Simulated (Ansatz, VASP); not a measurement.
**SiO2: VASP beside Ansatz**

The input POSCAR:

```
SiO2
1.0
   -1.7272593626      1.7272593626      4.1606261870
    1.7272593626     -1.7272593626      4.1606261870
    1.7272593626      1.7272593626     -4.1606261870
Si O
2 4
Direct
    0.7500000000      0.2500000000      0.5000000000
    0.0000000000      0.0000000000      0.0000000000
    0.5409502156      0.0409502156      0.5000000000
    0.7909502156      0.7909502156      0.0000000000
    0.2090497844      0.2090497844      0.0000000000
    0.9590497844      0.4590497844      0.5000000000
```

Contents of INCAR.step1:

```
SYSTEM = SiO2
  ALGO = Normal
  EDIFF = 1E-4
  ENCUT = 520
  GGA = PE
  ISMEAR = 0
  LASPH = .True.
  LCHARG = .False.
  LREAL = .False.
  LWAVE = .True.
  NBANDS = 25
  NELM = 80
  PREC = Accurate
  SIGMA = 0.01
```

File INCAR.step2:

```
SYSTEM = SiO2
  ALGO = Normal
  EDIFF = 1E-6
  ENCUT = 520
  ISIF = 2
  ISMEAR = 0
  ISTART = 1
  LASPH = .True.
  LCHARG = .True.
  LELF = .True.
  LMIXTAU = .True.
  LREAL = .False.
  LVHAR = .True.
  LWAVE = .False.
  METAGGA = R2SCAN
  NBANDS = 25
  NELM = 80
  PREC = Accurate
  SIGMA = 0.01
```

KPOINTS

```
k-points
0
Gamma
  8 8 8
  0 0 0
```

Input for Ansatz:

```yaml
crystal:
  lattice:
    - [-1.7272593626, 1.7272593626, 4.160626187]
    - [1.7272593626, -1.7272593626, 4.160626187]
    - [1.7272593626, 1.7272593626, -4.160626187]
  atoms:
    - { symbol: Si, position: [0.75, 0.25, 0.5] }
    - { symbol: Si, position: [0.0, 0.0, 0.0] }
    - { symbol: O, position: [0.5409502156, 0.0409502156, 0.5] }
    - { symbol: O, position: [0.7909502156, 0.7909502156, 0.0] }
    - { symbol: O, position: [0.2090497844, 0.2090497844, 0.0] }
    - { symbol: O, position: [0.9590497844, 0.4590497844, 0.5] }
kpoints:
  mp_grid: { grid: [8, 8, 8] }
hamiltonian:
  xc: r2scan
scf:
  occupations: { method: fixed }
  n_extra_bands: 5
output:
  forces: true
  stress: true
  eigenvalues: true
```

Alike in both runs: task single point; functional r2SCAN; k mesh 8 × 8 × 8; no spin polarisation.

|  | VASP | Ansatz |
| --- | --- | --- |
| version | VASP 6.6.1 | Ansatz 0.2.0 |
| potentials or method | VASP PAW PBE potentials, release 64 (Si, O) | plane waves, PAW |
| plane-wave cutoff (eV) | 520 | 500 |
| occupations | gaussian, width 0.01 eV | fixed |
| valence electrons in the cell | 32 | 32 |

```tsv
	VASP	Ansatz	Ansatz less VASP
gap on the k mesh at the Fermi level (eV)	7.77	7.76	-0.001
pressure (GPa)	10.3	9.8	-0.49
traceless stress, the component that is largest in VASP (GPa)	1.75	1.16	-0.581
rms of the force components (eV/Å)	0.155	0.149	-0.0054
```

VASP's potentials were made for PBE, not for r2SCAN. Atom by atom the forces differ by 0.005 eV/Å (rms over components).
